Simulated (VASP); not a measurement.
Here is a VASP 6.6.1 calculation.

File INCAR:

```
SYSTEM = PbI2
  PREC = Accurate
  ENCUT = 500
  EDIFF = 1E-7
  ISMEAR = -1
  SIGMA = 0.1
  LREAL = .FALSE.
  LASPH = .TRUE.
  NELM = 120
  ALGO = Normal
  ISIF = 3
  LWAVE = .FALSE.
  LCHARG = .FALSE.
  GGA = PS
  IBRION = 2
  NSW = 100
  EDIFFG = -0.002
  GGA_COMPAT = .FALSE.
  NELMIN = 4
```

File KPOINTS:

```
regular mesh
0
G
  10 10 6
  0 0 0
```

The input POSCAR:

```
PbI2
1.0
    4.5550000000      0.0000000000      0.0000000000
   -2.2775000000      3.9447457142      0.0000000000
    0.0000000000      0.0000000000      6.9770000000
Pb I
1 2
Direct
    0.0000000000      0.0000000000      0.0000000000
    0.3333333333      0.6666666667      0.2650000000
    0.6666666667      0.3333333333      0.7350000000
```

Potentials or basis: VASP PAW PBE potentials, release 64 (Pb_d, I).

Launch:

```sh
$ cat potpaw_PBE.64/Pb_d/POTCAR potpaw_PBE.64/I/POTCAR > POTCAR
$ mpirun -np 1 vasp_std > vasp.out
```

Task: Predict the band gap on the k mesh.

Result: 2.15 eV.

Task: What does it give for the relaxed volume?

Result: 42.02 Å³/atom.

Task: Estimate the space group after relaxing (to 0.1 Å).

Result: P-3m1 (No. 164).

Task: What does it give for the relaxed cell?

Result: a = 4.539 Å, b = 4.539 Å, c = 7.065 Å, α = 90.00°, β = 90.00°, γ = 120.00°.

Step by step:
```csv
step,energy change (eV),largest force (eV/Å),pressure (GPa),volume (Å³)
1,0.0000,0.0101,0.05,125.36
2,-0.0002,0.0028,-0.01,125.60
3,-0.0002,0.0153,-0.06,125.82
4,-0.0003,0.0144,-0.05,125.77
5,-0.0005,0.0123,-0.01,125.61
6,-0.0005,0.0119,0.00,125.58
7,-0.0005,0.0120,0.00,125.59
8,-0.0005,0.0087,0.01,125.58
9,-0.0005,0.0020,0.03,125.55
10,-0.0006,0.0021,0.03,125.58
11,-0.0006,0.0017,0.02,125.66
12,-0.0006,0.0010,0.01,125.84
13,-0.0006,0.0003,-0.02,126.19
14,-0.0006,0.0007,0.00,125.93
15,-0.0006,0.0015,0.00,125.96
16,-0.0006,0.0038,-0.01,126.04
17,-0.0006,0.0088,-0.03,126.19
18,-0.0006,0.0067,-0.02,126.12
19,-0.0006,0.0059,-0.02,126.11
20,-0.0006,0.0034,0.00,126.08
21,-0.0006,0.0027,0.00,126.08
22,-0.0006,0.0015,0.01,126.06
23,-0.0006,0.0019,0.00,126.07
```

Caveat: the PAW data sets were made with another functional, which shifts forces and pressure a little; spin-orbit coupling is left out, which moves the levels of the heavy elements; this functional lacks dispersion, which binds the layers, so the pressure and a relaxed spacing across them are unreliable. A k mesh can miss the band edges.
